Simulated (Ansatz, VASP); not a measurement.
**Two plane-wave programs on Al12NO**

```
Al N O
1.0
     5.71430    0.00000    0.00000
     0.00000    5.71430    0.00000
     0.00000    0.00000   22.17502
Al N O
12 1 1
Cartesian
  1.4286 1.4286 4.0000
  1.4286 4.2857 4.0000
  4.2857 1.4286 4.0000
  4.2857 4.2857 4.0000
  0.0000 0.0000 6.0850
  0.0000 2.8572 6.0850
  2.8572 0.0000 6.0850
  2.8572 2.8572 6.0850
  1.4286 1.4286 8.1750
  1.4286 4.2857 8.1750
  4.2857 1.4286 8.1750
  4.2857 4.2857 8.1750
  2.0617 2.8572 10.7750
  3.6527 2.8572 10.7750
```

Alike in both runs: task single point; functional PBE; k mesh 5 × 5 × 1; occupations gaussian, width 0.1 eV; collinear spin.

|  | VASP | Ansatz |
| --- | --- | --- |
| version | VASP 6.6.1 | Ansatz 0.2.0 |
| potentials or method | VASP PAW PBE potentials, release 64 (Al, N, O), cutoff 520 eV | scalar-relativistic, plane waves, PAW |
| valence electrons in the cell | 47 | 47 |

Ansatz gave:

| Property | Result |
| --- | --- |
| gap on the k mesh at the Fermi level (eV) | none |
| rms of the force components (eV/Å) | 1.569 |
| net moment per atom (μB) | 0.10 |
| size of the moment on the site where the two differ most (μB) | 0.68 |

Q: Which values does VASP return?

A: gap on the k mesh at the Fermi level (eV): none; rms of the force components (eV/Å): 1.550; net moment per atom (μB): 0.10; size of the moment on the site where the two differ most (μB): 0.78.

Site moments also hang on the region over which each program counts them. Atom by atom the forces differ by 0.019 eV/Å (rms over components). A gap of «none» marks a metal or a gap that the smearing closes.
